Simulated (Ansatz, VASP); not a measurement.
**ZnSe in VASP and in Ansatz**

```
Zn Se
1.0
     0.00000    2.86588    2.86588
     2.86588    0.00000    2.86588
     2.86588    2.86588    0.00000
Zn Se
1 1
Direct
  0.00000 0.00000 0.00000
  0.25000 0.25000 0.25000
```

Alike in both runs: functional PBE; k mesh 8 × 8 × 8; occupations gaussian, width 0.02 eV; no spin polarisation.

Ansatz relaxed the structure, and its values are those at the end. VASP's run is a single point on that final structure, the one shown.

|  | VASP | Ansatz |
| --- | --- | --- |
| version | VASP 6.6.1 | Ansatz 0.2.0 |
| potentials or method | VASP PAW PBE potentials, release 64 (Zn, Se), cutoff 520 eV | scalar-relativistic, plane waves, PAW |
| valence electrons in the cell | 18 | 28 |

VASP gave:

```
gap on the k mesh at the Fermi level (eV) : 1.16
least direct gap on the mesh (eV)         : 1.16
pressure (GPa)                            : 0.2
```

Task: What did Ansatz give for the same quantities?

Result: gap on the k mesh at the Fermi level (eV): 1.15; least direct gap on the mesh (eV): 1.15; pressure (GPa): 0.0.

VASP's potentials hold 18 valence electrons a cell and Ansatz's 28, so a difference there can come from the potentials and not from the codes.
